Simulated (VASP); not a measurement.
# Si (a cell with a defect) in VASP: a series of runs

Si (a cell with a defect) is run at these levels: PBEsol; tasks: single point.

All numbers are computed with VASP 6.6.1; they aren't measurements. Logs are shortened: lines on timing, memory, paths and dates and some standing lists are left out, and cuts for length are marked.

## (1) The cell of the first run

The cell holds a defect, 17 atoms: a = 7.679 Å, b = 7.679 Å, c = 7.679 Å, α = 60.00°, β = 60.00°, γ = 60.00°.

## (2) Single point, PBEsol

INCAR reads:

```
  ALGO = Normal
  EDIFF = 1E-6
  ENCUT = 520
  GGA = PS
  ISIF = 2
  ISMEAR = 0
  LASPH = True
  LCHARG = True
  LELF = True
  LREAL = Auto
  LVHAR = True
  LWAVE = False
  NBANDS = 48
  NELM = 100
  PREC = Accurate
  SIGMA = 0.02
```

KPOINTS reads:

```
k-points
0
Gamma
  2 2 2
```

POSCAR reads:

```
Si
1.0
    0.0000000000      5.4300000000      5.4300000000
    5.4300000000      0.0000000000      5.4300000000
    5.4300000000      5.4300000000      0.0000000000
Si
17
Direct
   -0.0232957643     -0.0226659300     -0.0229817680
    0.1035518416      0.1041805709      0.1038660221
    0.0087220074      0.0093512891      0.4724148250
    0.1267271639      0.1273564457      0.6086196133
    0.0087218232      0.4727291897      0.0090374770
    0.1267288214      0.6089354512      0.1270391344
    0.0164175875      0.4979172192      0.4975999079
    0.1531926335      0.6154139963      0.6150998158
    0.4721005525      0.0093513812      0.0090377532
    0.6083059853      0.1273590239      0.1270398711
    0.4972878453      0.0170458564      0.4976007366
    0.6147846225      0.1538218232      0.6150995396
    0.4972894107      0.4979197974      0.0167260589
    0.6147845304      0.6154134438      0.1535084715
    0.5209053407      0.5215348066      0.5212211786
    0.6481378453      0.6487662063      0.6484461326
    0.8120059853      0.8126350829      0.8123216390
```

Potentials or basis: VASP PAW PBE potentials, release 64 (Si).

The run is started by

```bash
$ cat potpaw_PBE.64/Si/POTCAR > POTCAR
$ mpirun -np 1 vasp_std > vasp.out
```

OUTCAR:

```text
EDIFF = 1E-6
   ENCUT = 520
   GGA = PS
   ISIF = 2
   ISMEAR = 0
   LASPH = True
   LREAL = Auto
   NELM = 100
   PREC = Accurate

 ion  position               nearest neighbor table
   1  0.977  0.977  0.977-  10 2.34   4 2.34   6 2.34   2 2.39  17 3.10
   2  0.104  0.104  0.104-   5 2.34   3 2.34   9 2.34   1 2.39
   3  0.009  0.009  0.472-   4 2.34   2 2.34  17 2.40   8 2.48  12 2.48
   4  0.127  0.127  0.609-  11 2.33   7 2.33   3 2.34   1 2.34
   5  0.009  0.473  0.009-   6 2.34   2 2.34  17 2.40  14 2.48   8 2.48
   6  0.127  0.609  0.127-  13 2.33   7 2.33   5 2.34   1 2.34
   7  0.016  0.498  0.498-   6 2.33   4 2.33   8 2.33  16 2.34
   8  0.153  0.615  0.615-   7 2.33  15 2.34  17 2.41   3 2.48   5 2.48
   9  0.472  0.009  0.009-  10 2.34   2 2.34  17 2.40  14 2.48  12 2.48
  10  0.608  0.127  0.127-  13 2.33  11 2.33   9 2.34   1 2.34
  11  0.497  0.017  0.498-   4 2.33  10 2.33  12 2.33  16 2.34
  12  0.615  0.154  0.615-  11 2.33  15 2.34  17 2.41   3 2.48   9 2.48
  13  0.497  0.498  0.017-   6 2.33  10 2.33  14 2.33  16 2.34
  14  0.615  0.615  0.154-  13 2.33  15 2.34  17 2.41   5 2.48   9 2.48
  15  0.521  0.522  0.521-  14 2.34   8 2.34  12 2.34  16 2.39
  16  0.648  0.649  0.648-  11 2.34   7 2.34  13 2.34  15 2.39  17 3.08
  17  0.812  0.813  0.812-   5 2.40   9 2.40   3 2.40   8 2.41  14 2.41  12 2.41  16 3.08   1 3.10

  LATTYP: Found a face centered cubic cell.
 ALAT       =    10.8600000000

  Lattice vectors:

 A1 = (   0.0000000000,   5.4300000000,   5.4300000000)
 A2 = (   5.4300000000,   0.0000000000,   5.4300000000)
 A3 = (   5.4300000000,   5.4300000000,   0.0000000000)

Analysis of symmetry for initial positions (statically):
=====================================================================
 Subroutine PRICEL returns:
 Original cell was already a primitive cell.

 Routine SETGRP: Setting up the symmetry group for a
 face centered cubic supercell.

 Subroutine GETGRP returns: Found  6 space group operations
 (whereof  1 operations were pure point group operations)
 out of a pool of 48 trial point group operations.

The static configuration has the point symmetry C_1 .
 The point group associated with its full space group is C_3v.

Analysis of symmetry for dynamics (positions and initial velocities):
=====================================================================
[... 123 lines left out ...]
   NSW    =      0    number of steps for IOM
   IBRION =     -1    ionic relax: 0-MD 1-quasi-New 2-CG
   NFREE  =      0    steps in history (QN), initial steepest desc. (CG)
   ISIF   =      2    stress and relaxation
   ISYM   =      2    0-nonsym 1-usesym 2-fastsym
   POTIM  = 0.5000    time-step for ionic-motion
   TEBEG  =    0.0;   TEEND  =   0.0 temperature during run
   PSTRESS=    0.0 pullay stress
   NELECT =      68.0000    total number of electrons
   NUPDOWN=      -1.0000    fix difference up-down
   EMIN   =  10.00;   EMAX   =-10.00  energy-range for DOS
   EFERMI =   0.00;   METHOD = LEGACY
   ISMEAR =     0;   SIGMA  =   0.02  broadening in eV -4-tet -1-fermi 0-gaus
   EFERMI_NEDOS =   21; number of points for ismear=-14 and -15
   IALGO  =     38    algorithm
   IMIX   =      4    mixing-type and parameters
     AMIX     =   0.40;   BMIX     =  1.00
     AMIX_MAG =   1.60;   BMIX_MAG =  1.00
  volume/ion in A,a.u.               =      18.84       127.11
  Fermi-wavevector in a.u.,A,eV,Ry     =   0.976715  1.845724 12.979587  0.953973
  Thomas-Fermi vector in A             =   2.107356
   LORBIT       =      0    0 simple, 1 ext, 2 COOP (PROOUT), +10 PAW based schemes
   GGA     = PS    functional components
   LHFCALC =     F    Hartree Fock is set to
   AEXX    =    0.0000 exact exchange contribution
   IVDW    =     0    specifies the selected vdW correction
   LEPSILON=     F    determine dielectric tensor
   LRPA    =     F    only Hartree local field effects (RPA)
 non-spin polarized calculation
 Gauss-broadening in eV      SIGMA  =   0.02
  energy-cutoff  :      520.00
  volume of cell :      320.21
 maximum number of plane-waves:      8646
 NGX is ok and might be reduce to    60
   NGX = 29   NGY = 29   NGZ = 29

 number of electron      68.0000000 magnetization

 Free energy of the ion-electron system (eV)
  ---------------------------------------------------
  ext. energy  EPLUGINS =         0.00000000
  ---------------------------------------------------
  free energy    TOTEN  =       -93.62921978 eV

  energy without entropy =      -93.62921901  energy(sigma->0) =      -93.62921939

 E-fermi :   6.5506     XC(G=0):  -9.8267

 val. band max:        6.4932166668   @ k =   0.5000   0.5000   0.5000
 cond. band min:       6.6101546808   @ k =   0.0000   0.0000   0.0000
 fundamental gap:      0.1169380140
 Fermi energy:         6.5505643238

 k-point     1 :       0.0000    0.0000    0.0000
  band No.  band energies     occupation
      1      -6.2737      2.00000
      2      -3.8984      2.00000
      3      -3.6817      2.00000
      4      -3.6817      2.00000
      5      -3.3986      2.00000
      6      -2.5680      2.00000
[... 185 lines left out ...]
     45      10.2340      0.00000
     46      10.3453      0.00000
 [bands above 46 left out]

------------------------ aborting loop because EDIFF is reached ----------------------------------------

  FORCE on cell =-STRESS in cart. coord.  units (eV):
  Direction    XX          YY          ZZ          XY          YZ          ZX
  --------------------------------------------------------------------------------------
  -------------------------------------------------------------------------------------
  Total        4.9392097      4.9392097      4.9392097     -0.8057088     -0.8057088     -0.8057088
  in kB       24.7137452     24.7137452     24.7137452     -4.0314309     -4.0314309     -4.0314309
  external PRESSURE =      24.7137452 kB  Pullay stress =       0.0000000 kB

 VOLUME and BASIS-vectors are now :
 -----------------------------------------------------------------------------
  energy-cutoff  :      520.00
  volume of cell :      320.21
      direct lattice vectors                 reciprocal lattice vectors
     0.000000000  5.430000000  5.430000000    -0.092081031  0.092081031  0.092081031
     5.430000000  0.000000000  5.430000000     0.092081031 -0.092081031  0.092081031
     5.430000000  5.430000000  0.000000000     0.092081031  0.092081031 -0.092081031

 POSITION                                       TOTAL-FORCE (eV/Angst)
 -----------------------------------------------------------------------------------
     10.61213     10.60871     10.61043         0.006827      0.006827      0.006827
      1.12969      1.12628      1.12799         0.009125      0.009125      0.009125
      2.61599      2.61257      0.09814        -0.006928     -0.006928      0.025369
      3.99635      3.99293      1.37967        -0.011569     -0.011569      0.000341
      2.61599      0.09643      2.61428        -0.006928      0.025369     -0.006928
      3.99634      1.37796      3.99466        -0.011569      0.000341     -0.011569
[... 9 lines left out ...]
      7.04386      7.04045      7.04219        -0.015653     -0.015653     -0.015653
      8.82351      8.82010      8.82180        -0.011566     -0.011566     -0.011566
 -----------------------------------------------------------------------------------
    total drift:                                0.003219      0.000713      0.000672

  FREE ENERGIE OF THE ION-ELECTRON SYSTEM (eV)
  ---------------------------------------------------
  free  energy   TOTEN  =       -93.6292197802 eV

  energy  without entropy=      -93.6292190087  energy(sigma->0) =      -93.62921939
```

stdout:

```text
POSCAR found type information on POSCAR Si
 POSCAR found :  1 types and      17 ions
 scaLAPACK will be used
 -----------------------------------------------------------------------------
|                                                                             |
|                                                                             |
|     You enforced a specific xc type in the INCAR file but a different       |
|     I HOPE YOU KNOW WHAT YOU ARE DOING!                                     |
|                                                                             |
 -----------------------------------------------------------------------------

 LDA part: xc-table for (Slater+PW92), standard interpolation
 POSCAR, INCAR and KPOINTS ok, starting setup
 FFT: planning ... GRIDC
 FFT: planning ... GRID_SOFT
 FFT: planning ... GRID
 WAVECAR not read
 entering main loop
```

Wall time 3.4 min (1 thread of Intel Xeon 8259CL, shared host); peak memory 0.45 GiB.

What came out:

- Free energy: -93.6292 eV
- Pressure: 2.5 GPa
- Largest force: 0.043 eV/Å
- Band gap on the k mesh: 0.12 eV

Forces on the atoms (eV/Å):
```
Si   0.007  0.007  0.007
Si   0.009  0.009  0.009
Si  -0.007 -0.007  0.025
Si  -0.012 -0.012  0.000
Si  -0.007  0.025 -0.007
Si  -0.012  0.000 -0.012
Si  -0.006 -0.010 -0.010
Si   0.016  0.004  0.004
Si   0.025 -0.007 -0.007
Si   0.000 -0.012 -0.012
Si  -0.010 -0.006 -0.010
Si   0.004  0.016  0.004
Si  -0.010 -0.010 -0.006
Si   0.004  0.004  0.016
Si   0.025  0.025  0.025
Si  -0.016 -0.016 -0.016
Si  -0.012 -0.012 -0.012
```

Levels at points of the mesh, in eV from the valence-band top:
| k point | band 31 | band 32 | band 33 | band 34 | band 35 | band 36 | band 37 | band 38 |
| --- | --- | --- | --- | --- | --- | --- | --- | --- |
| (0.00, 0.00, 0.00) | -1.01 | -0.48 | -0.48 | -0.27 | 0.12 | 0.12 | 0.45 | 0.45 |
| (0.50, 0.00, 0.00) | -1.17 | -1.13 | -0.64 | -0.15 | 0.44 | 0.78 | 1.09 | 1.27 |
| (0.50, 0.50, 0.50) | -1.17 | -1.03 | -1.03 | 0.00 | 0.54 | 0.54 | 1.40 | 1.40 |
| (0.50, 0.50, 0.00) | -1.62 | -1.46 | -0.24 | -0.10 | 0.63 | 1.62 | 1.64 | 1.78 |

Caveat: the k points lie up to 0.50 Å⁻¹ apart; semilocal functionals underestimate gaps, and a narrow one can read as zero; the PAW data sets were made with another functional, which shifts forces and pressure a little.

## (3) Single point, PBEsol

INCAR reads:

```
SYSTEM = Si
PREC = Accurate
ENCUT = 520
EDIFF = 1E-6
ISMEAR = 0
SIGMA = 0.02
LREAL = Auto
LASPH = .TRUE.
NELM = 60
ALGO = Normal
ISIF = 2
LWAVE = .FALSE.
LCHARG = .FALSE.
GGA = PS
NBANDS = 48
```

KPOINTS reads:

```
regular mesh
0
G
  2 2 2
  0 0 0
```

POSCAR reads:

```
Si
1.0
    0.0000000000      5.4300000000      5.4300000000
    5.4300000000      0.0000000000      5.4300000000
    5.4300000000      5.4300000000      0.0000000000
Si
17
Direct
   -0.0148269797     -0.0141993554     -0.0145347145
    0.1099839779      0.1106278085      0.1103613260
    0.0088835175      0.0094547882      0.4776755985
    0.1255610497      0.1261899632      0.6156586556
    0.0089387661      0.4779326888      0.0091376611
    0.1255284530      0.6160052486      0.1258577348
    0.0087671271      0.4994168508      0.4990802026
    0.1467805709      0.6160918048      0.6158137201
    0.4772894107      0.0095584715      0.0091842541
    0.6153872928      0.1261585635      0.1258589319
    0.4987859116      0.0093971455      0.4990744936
    0.6154746777      0.1474122468      0.6157833333
    0.4987528545      0.4993779006      0.0091121547
    0.6155161142      0.6161046961      0.1470450276
    0.5141450276      0.5147796501      0.5144232965
    0.6389598527      0.6395948435      0.6393012891
    0.8124406077      0.8131627072      0.8128630755
```

Potentials or basis: VASP PAW PBE potentials, release 64 (Si).

The run is started by

```bash
$ cat potpaw_PBE.64/Si/POTCAR > POTCAR
$ mpirun -np 1 vasp_std > vasp.out
```

Wall time 6.6 min (1 thread of Intel Xeon 8259CL, shared host); peak memory 0.47 GiB.

The run converged. Its results:

- Free energy: -93.6046 eV
- Pressure: 3.3 GPa
- Largest force: 0.108 eV/Å
- Band gap on the k mesh: zero (bands 34 and 35 overlap by 0.07 eV)

Forces on the atoms (eV/Å):
```
Si  -0.064 -0.062 -0.062
Si  -0.021 -0.021 -0.020
Si  -0.038 -0.039  0.042
Si   0.033  0.032  0.054
Si  -0.040  0.043 -0.039
Si   0.033  0.054  0.032
Si  -0.052 -0.031 -0.031
Si  -0.038  0.036  0.035
Si   0.044 -0.040 -0.039
Si   0.054  0.033  0.032
Si  -0.031 -0.052 -0.030
Si   0.037 -0.039  0.035
Si  -0.030 -0.030 -0.052
Si   0.036  0.035 -0.038
Si   0.020  0.020  0.021
Si   0.060  0.061  0.060
Si  -0.003  0.000  0.000
```

Stress tensor (GPa, compression positive):
```
 3.30 -0.46 -0.45
-0.46  3.30 -0.45
-0.45 -0.45  3.30
```

Levels at points of the mesh, in eV from the Fermi level:
```tsv
k point	band 30	band 31	band 32	band 33	band 34	band 35	band 36	band 37	band 38	band 39
(0.00, 0.00, 0.00)	-1.49	-1.40	-0.60	-0.60	-0.45	0.00	0.00	0.22	0.22	0.86
(0.50, 0.00, 0.00)	-1.35	-1.30	-1.29	-0.85	-0.29	0.29	0.62	0.94	1.08	1.37
(0.00, 0.50, 0.00)	-1.35	-1.30	-1.29	-0.85	-0.29	0.29	0.62	0.94	1.08	1.37
(0.00, 0.00, 0.50)	-1.35	-1.30	-1.29	-0.85	-0.29	0.29	0.62	0.94	1.08	1.37
(0.50, 0.50, 0.50)	-1.39	-1.39	-1.18	-1.18	0.07	0.49	0.49	1.17	1.17	1.28
(0.50, 0.50, 0.00)	-1.83	-1.83	-1.66	-0.37	-0.27	0.59	1.39	1.53	1.63	2.03
(0.00, 0.50, 0.50)	-1.83	-1.83	-1.66	-0.37	-0.27	0.59	1.39	1.53	1.63	2.03
(0.50, 0.00, 0.50)	-1.83	-1.83	-1.66	-0.37	-0.27	0.59	1.39	1.53	1.63	2.03
```

Caveat: the k points lie up to 0.50 Å⁻¹ apart; the PAW data sets were made with another functional, which shifts forces and pressure a little.
